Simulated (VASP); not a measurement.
# Au (Pm-3m) in VASP: further runs

Au is run at these levels: BLYP+D3(BJ), PBE; tasks: single point.

All numbers are computed with VASP 6.6.1; they aren't measurements. Logs are shortened: lines on timing, memory, paths and dates and some standing lists are left out, and cuts for length are marked.

### Step 1. The cell of the first run

It takes space group Pm-3m (No. 221, cubic). The conventional cell has a = 2.730 Å, b = 2.730 Å, c = 2.730 Å, α = 90.00°, β = 90.00°, γ = 90.00°. Within 3.6 Å of Au (site symmetry m-3m) lie 6 Au at 2.73 Å.

### Step 2. Single point, BLYP+D3(BJ)

INCAR

```
PREC = Accurate
ENCUT = 520
EDIFF = 1E-6
ISMEAR = -1
SIGMA = 0.05
LREAL = False
LASPH = True
NELM = 60
ALGO = Normal
ISIF = 2
LWAVE = False
LCHARG = False
GGA = B5
ALDAX = 1.0
AGGAX = 1.0
AGGAC = 1.0
ALDAC = 0.0
IVDW = 12
VDW_S6 = 1.0
VDW_S8 = 2.6996
VDW_A1 = 0.4298
VDW_A2 = 4.2359
NBANDS = 12
```

KPOINTS

```
regular mesh
0
Gamma
  10 10 10
```

POSCAR

```
Au
1.0
    2.7298486275      0.0000000000      0.0000000000
    0.0000000000      2.7298486275      0.0000000000
    0.0000000000      0.0000000000      2.7298486275
Au
1
Direct
    0.5000000000      0.5000000000      0.5000000000
```

Potentials or basis: VASP PAW PBE potentials, release 64 (Au).

Started as:

```console
$ cat potpaw_PBE.64/Au/POTCAR > POTCAR
$ mpirun -np 1 vasp_std > vasp.out
```

OUTCAR:

```text
PREC = Accurate
   ENCUT = 520
   EDIFF = 1E-6
   ISMEAR = -1
   LREAL = False
   LASPH = True
   NELM = 60
   ISIF = 2
   GGA = B5
   IVDW = 12
 IVDW          = 12

 ion  position               nearest neighbor table
   1  0.500  0.500  0.500-

  LATTYP: Found a simple cubic cell.
 ALAT       =     2.7298486275

  Lattice vectors:

 A1 = (   2.7298486275,   0.0000000000,   0.0000000000)
 A2 = (   0.0000000000,   2.7298486275,   0.0000000000)
 A3 = (   0.0000000000,   0.0000000000,   2.7298486275)

Analysis of symmetry for initial positions (statically):
=====================================================================
 Subroutine PRICEL returns:
 Original cell was already a primitive cell.

 Routine SETGRP: Setting up the symmetry group for a
 simple cubic supercell.

 Subroutine GETGRP returns: Found 48 space group operations
 (whereof 48 operations were pure point group operations)
 out of a pool of 48 trial point group operations.

The static configuration has the point symmetry O_h .

Analysis of symmetry for dynamics (positions and initial velocities):
=====================================================================
 Subroutine PRICEL returns:
 Original cell was already a primitive cell.

 Routine SETGRP: Setting up the symmetry group for a
 simple cubic supercell.

 Subroutine GETGRP returns: Found 48 space group operations
 (whereof 48 operations were pure point group operations)
 out of a pool of 48 trial point group operations.

The dynamic configuration has the point symmetry O_h .

 Subroutine INISYM returns: Found 48 space group operations
 (whereof 48 operations are pure point group operations),
 and found     1 'primitive' translations

----------------------------------------------------------------------------------------

                                     Primitive cell

  volume of cell :      20.3430

  direct lattice vectors                    reciprocal lattice vectors
     2.729848628  0.000000000  0.000000000     0.366320678  0.000000000  0.000000000
     0.000000000  2.729848628  0.000000000     0.000000000  0.366320678  0.000000000
     0.000000000  0.000000000  2.729848628     0.000000000  0.000000000  0.366320678

  length of vectors
     2.729848628  2.729848628  2.729848628     0.366320678  0.366320678  0.366320678

  position of ions in fractional coordinates (direct lattice)
     0.500000000  0.500000000  0.500000000

  ion indices of the primitive-cell ions
   primitive index   ion index
                 1           1

----------------------------------------------------------------------------------------

 KPOINTS: regular mesh

Automatic generation of k-mesh.
 Grid dimensions read from file:
 generate k-points for:   10   10   10

 Generating k-lattice:

  Cartesian coordinates                     Fractional coordinates (reciprocal lattice)
     0.036632068  0.000000000  0.000000000     0.100000000  0.000000000  0.000000000
     0.000000000  0.036632068  0.000000000     0.000000000  0.100000000  0.000000000
     0.000000000  0.000000000  0.036632068     0.000000000  0.000000000  0.100000000

  Length of vectors
     0.036632068  0.036632068  0.036632068

  Shift w.r.t. Gamma in fractional coordinates (k-lattice)
     0.000000000  0.000000000  0.000000000

 Subroutine IBZKPT returns following result:
 ===========================================

 Found     56 irreducible k-points:

 Following reciprocal coordinates:
            Coordinates               Weight
  0.000000  0.000000  0.000000      1.000000
  0.100000  0.000000  0.000000      6.000000
  0.200000  0.000000  0.000000      6.000000
  0.300000  0.000000  0.000000      6.000000
  0.400000  0.000000  0.000000      6.000000
  0.500000  0.000000  0.000000      3.000000
[... 16 lines left out ...]
  0.200000  0.100000  0.100000     24.000000
  0.300000  0.100000  0.100000     24.000000
 [... further k-points ...]
   k-points           NKPTS =     56   k-points in BZ     NKDIM =     56   number of bands    NBANDS=     12
   number of dos      NEDOS =    301   number of ions     NIONS =      1
   total plane-waves  NPLWV =   8000
   dimension x,y,z NGX =    20 NGY =   20 NGZ =   20
   dimension x,y,z NGXF=    40 NGYF=   40 NGZF=   40
   ions per type =               1
   NGX,Y,Z   is equivalent  to a cutoff of  12.18, 12.18, 12.18 a.u.
   NGXF,Y,Z  is equivalent  to a cutoff of  24.36, 24.36, 24.36 a.u.
 SYSTEM =  unknown system
   PREC   = accura    normal or accurate (medium, high low for compatibility)
   ISTART =      0    job   : 0-new  1-cont  2-samecut
   ICHARG =      2    charge: 1-file 2-atom 10-const
   ISPIN  =      1    spin polarized calculation?
   LNONCOLLINEAR =      F non collinear calculations
   LSORBIT =      F    spin-orbit coupling
   LASPH  =      T    aspherical Exc in radial PAW
   ENCUT  =  520.0 eV  38.22 Ry    6.18 a.u.   5.08  5.08  5.08*2*pi/ulx,y,z
   NELM   =     60;   NELMIN=  2; NELMDL= -5     # of ELM steps
   EDIFF  = 0.1E-05   stopping-criterion for ELM
   LREAL  =      F    real-space projection
   EDIFFG = 0.1E-04   stopping-criterion for IOM
   NSW    =      0    number of steps for IOM
   IBRION =     -1    ionic relax: 0-MD 1-quasi-New 2-CG
   NFREE  =      0    steps in history (QN), initial steepest desc. (CG)
   ISIF   =      2    stress and relaxation
   ISYM   =      2    0-nonsym 1-usesym 2-fastsym
   POTIM  = 0.5000    time-step for ionic-motion
   TEBEG  =    0.0;   TEEND  =   0.0 temperature during run
   PSTRESS=    0.0 pullay stress
   NELECT =      11.0000    total number of electrons
   NUPDOWN=      -1.0000    fix difference up-down
   EMIN   =  10.00;   EMAX   =-10.00  energy-range for DOS
   EFERMI =   0.00;   METHOD = LEGACY
   ISMEAR =    -1;   SIGMA  =   0.05  broadening in eV -4-tet -1-fermi 0-gaus
   EFERMI_NEDOS =   21; number of points for ismear=-14 and -15
   IALGO  =     38    algorithm
   IMIX   =      4    mixing-type and parameters
     AMIX     =   0.40;   BMIX     =  1.00
     AMIX_MAG =   1.60;   BMIX_MAG =  1.00
  volume/ion in A,a.u.               =      20.34       137.28
  Fermi-wavevector in a.u.,A,eV,Ry     =   1.333728  2.520380 24.202445  1.778829
  Thomas-Fermi vector in A             =   2.462564
   LORBIT       =      0    0 simple, 1 ext, 2 COOP (PROOUT), +10 PAW based schemes
   GGA     = B5    functional components
   LHFCALC =     F    Hartree Fock is set to
   AEXX    =    0.0000 exact exchange contribution
   IVDW    =    12    specifies the selected vdW correction
   LEPSILON=     F    determine dielectric tensor
   LRPA    =     F    only Hartree local field effects (RPA)
 non-spin polarized calculation
  energy-cutoff  :      520.00
  volume of cell :       20.34
 maximum number of plane-waves:       560
   NGX = 11   NGY = 11   NGZ = 11

 number of electron      10.9999996 magnetization

 Free energy of the ion-electron system (eV)
  ---------------------------------------------------
  ext. energy  EPLUGINS =         0.00000000
  ---------------------------------------------------
  free energy    TOTEN  =        -2.36183192 eV

  energy without entropy =       -2.35872467  energy(sigma->0) =       -2.36027829

 E-fermi :   7.1214     XC(G=0): -10.9116

 val. band max:        7.0198562598   @ k =   0.4000   0.3000   0.0000
 cond. band min:       7.1806649598   @ k =   0.4000   0.2000   0.2000
 fundamental gap:      0.1608086999
 Fermi energy:         7.1213764862

 k-point     1 :       0.0000    0.0000    0.0000
  band No.  band energies     occupation
      1      -0.7692      2.00000
      2       1.3161      2.00000
      3       1.3161      2.00000
      4       5.6297      2.00000
      5       5.6297      2.00000
      6       5.6297      2.00000
      7      21.0362      0.00000
      8      21.0362      0.00000
      9      21.0362      0.00000
     10      26.4790      0.00000
     11      28.7094      0.00000
     12      28.7094      0.00000

 k-point     2 :       0.1000    0.0000    0.0000
  band No.  band energies     occupation
      1      -0.5283      2.00000
      2       1.3528      2.00000
      3       1.5159      2.00000
      4       5.4661      2.00000
      5       5.4661      2.00000
      6       5.6430      2.00000
      7      19.3455      0.00000
      8      21.4371      0.00000
      9      21.4371      0.00000
     10      27.2169      0.00000
     11      27.8667      0.00000
     12      29.9659      0.00000

 k-point     3 :       0.2000    0.0000    0.0000
  band No.  band energies     occupation
      1       0.0618      2.00000
      2       1.4506      2.00000
      3       2.1928      2.00000
      4       5.0634      2.00000
      5       5.0634      2.00000
      6       5.6780      2.00000
      7      16.4529      0.00000
      8      22.5208      0.00000
      9      22.5208      0.00000
     10      26.3043      0.00000
     11      27.4011      0.00000
     12      33.4227      0.00000
[... 286 lines left out ...]
 k-point    23 :       0.2000    0.1000    0.1000
  band No.  band energies     occupation
      1       0.5784      2.00000
      2       1.7581      2.00000
      3       2.2990      2.00000
      4       4.9013      2.00000
      5       4.9123      2.00000
      6       5.3587      2.00000
      7      17.1024      0.00000
      8      20.7310      0.00000
      9      21.2850      0.00000
     10      27.4888      0.00000
     11      29.8690      0.00000
     12      31.6524      0.00000

 k-point    24 :       0.3000    0.1000    0.1000
  band No.  band energies     occupation
      1       1.1820      2.00000
      2       1.8854      2.00000
      3       3.3665      2.00000
      4       4.4162      2.00000
      5       4.7320      2.00000
      6       5.4122      2.00000
      7      14.1625      0.00000
      8      21.8701      0.00000
      9      22.5057      0.00000
     10      26.2258      0.00000
     11      28.9920      0.00000
     12      31.5731      0.00000

 [... further k-points ...]

------------------------ aborting loop because EDIFF is reached ----------------------------------------

 Edisp (eV)   -1.30728

 E8    (eV) :    -0.9786

  FORCE on cell =-STRESS in cart. coord.  units (eV):
  Direction    XX          YY          ZZ          XY          YZ          ZX
  --------------------------------------------------------------------------------------
  -------------------------------------------------------------------------------------
  Total       0.08073     0.08073     0.08073     0.00000     0.00000    -0.00000
  in kB       6.35817     6.35817     6.35817     0.00000     0.00000    -0.00000
  external pressure =        6.36 kB  Pullay stress =        0.00 kB

 VOLUME and BASIS-vectors are now :
 -----------------------------------------------------------------------------
  energy-cutoff  :      520.00
  volume of cell :       20.34
      direct lattice vectors                 reciprocal lattice vectors
     2.729848628  0.000000000  0.000000000     0.366320678  0.000000000  0.000000000
     0.000000000  2.729848628  0.000000000     0.000000000  0.366320678  0.000000000
     0.000000000  0.000000000  2.729848628     0.000000000  0.000000000  0.366320678

 POSITION                                       TOTAL-FORCE (eV/Angst)
 -----------------------------------------------------------------------------------
      1.36492      1.36492      1.36492         0.000000      0.000000      0.000000
 -----------------------------------------------------------------------------------
    total drift:                               -0.000000      0.000000     -0.000000

  FREE ENERGIE OF THE ION-ELECTRON SYSTEM (eV)
  ---------------------------------------------------
  free  energy   TOTEN  =        -3.6691154088 eV

  energy  without entropy=       -3.6660081613  energy(sigma->0) =       -3.66756179
```

Run time: 11 s. Hardware: 1 thread of Intel Xeon 6975P-C, shared host; peak memory 0.14 GiB.

Results:

```yaml
Free_energy: -3.6691 eV
Pressure: 0.6 GPa
Dispersion_energy_per_atom: -1.307 eV
```

Levels at points of the mesh, in eV from the Fermi level:
| k point | band 3 | band 4 | band 5 | band 6 | band 7 | band 8 |
| --- | --- | --- | --- | --- | --- | --- |
| (0.00, 0.00, 0.00) | -5.81 | -1.49 | -1.49 | -1.49 | 13.91 | 13.91 |
| (0.50, 0.00, 0.00) | -2.98 | -2.98 | -1.35 | -0.35 | 2.09 | 16.51 |
| (0.50, 0.50, 0.00) | -2.72 | -2.72 | -0.30 | 3.89 | 3.89 | 6.47 |
| (0.50, 0.50, 0.50) | -5.06 | -0.20 | -0.20 | 8.47 | 8.47 | 8.47 |

Caveat: the PAW data sets were made with another functional, which shifts forces and pressure a little; spin-orbit coupling is left out, which moves the levels of the heavy elements; pairwise dispersion overbinds metals, which lowers pressure and volume.

(Part 1 of 2 ends here.)
